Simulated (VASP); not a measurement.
# BAs: single point with PBE-based screened hybrid with 25 % exact exchange

BAs:

```
CELL_PARAMETERS angstrom
0.00000 2.41993 2.41993
2.41993 0.00000 2.41993
2.41993 2.41993 0.00000
ATOMIC_POSITIONS crystal
As 0.75000 0.75000 0.75000
B 0.00000 0.00000 0.00000
```

| Item | Value |
| --- | --- |
| Program | VASP 6.6.1 |
| Task | single point |
| Functional | PBE-based screened hybrid with 25 % exact exchange |
| Potentials or basis | VASP PAW PBE potentials, release 64 (As, B) |
| Cutoff | 420 eV |
| k mesh | 5 × 5 × 5 |
| Occupations | fermi-dirac, width 0.05 eV |
| Spin | no spin polarisation |

| Item | Value |
| --- | --- |
| Pressure | -5.3 GPa |
| Band gap on the k mesh | 1.71 eV (least direct gap 3.89 eV) |

Levels at points of the mesh, in eV from the valence-band top:
| k point | band 1 | band 2 | band 3 | band 4 | band 5 | band 6 | band 7 | band 8 |
| --- | --- | --- | --- | --- | --- | --- | --- | --- |
| (0.00, 0.00, 0.00) | -16.45 | 0.00 | 0.00 | 0.00 | 3.89 | 3.89 | 3.89 | 5.15 |

Run time: 70 s on 1 thread of Intel(R) Xeon(R) 6975P-C (Granite Rapids) (shared host), peak memory 0.24 GiB.

Caveat: the k points lie up to 0.45 Å⁻¹ apart; the PAW data sets were made with another functional, which shifts forces and pressure a little; an odd mesh through Γ misses points on the zone boundary, where band edges can lie.
